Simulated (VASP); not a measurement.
Here is a VASP 6.6.1 calculation.

Contents of INCAR:

```
PREC = Accurate
ENCUT = 600
EDIFF = 1E-7
ISMEAR = 0
SIGMA = 0.1
LREAL = False
LASPH = True
NELM = 80
ALGO = Normal
ISIF = 3
LWAVE = False
LCHARG = False
GGA = PE
IBRION = 2
NSW = 100
EDIFFG = -0.01
```

The input KPOINTS:

```
Automatic mesh
0
Gamma
  12 12 10
```

File POSCAR:

```
TaAs
1.0
    4.3217501146      0.0000000000      0.0000000000
   -2.1608750573      3.7427453881      0.0000000000
    0.0000000000      0.0000000000      5.3141249207
Ta As
2 2
Direct
    0.3333333333      0.6666666667      0.7500000000
    0.6666666667      0.3333333333      0.2500000000
    0.0000000000      0.0000000000      0.2500000000
    0.0000000000      0.0000000000      0.7500000000
```

Potentials or basis: VASP PAW PBE potentials, release 64 (Ta_pv, As).

The run is started by

```console
$ cat potpaw_PBE.64/Ta_pv/POTCAR potpaw_PBE.64/As/POTCAR > POTCAR
$ mpirun -np 1 vasp_std > vasp.out
```

Problem. Estimate the relaxed cell.

Solution. a = 4.327 Å, b = 4.327 Å, c = 5.331 Å, α = 90.00°, β = 90.00°, γ = 120.00°.

Problem. What does it give for the band gap on the k mesh?

Solution. Zero (bands 16 and 17 overlap by 1.58 eV).

Problem. What does it give for the space group after relaxing (to 0.1 Å)?

Solution. P6_3/mmc (No. 194).

Problem. Predict the relaxed volume.

Solution. 21.61 Å³/atom.

The path:
```tsv
step	energy change (eV)	largest force (eV/Å)	pressure (GPa)	volume (Å³)
1	0.0000	0.0000	0.55	85.96
2	0.0005	0.0000	-0.68	86.88
3	-0.0007	0.0000	0.01	86.36
4	-0.0008	0.0000	0.01	86.44
```

Caveat: spin-orbit coupling is left out, which moves the levels of the heavy elements.
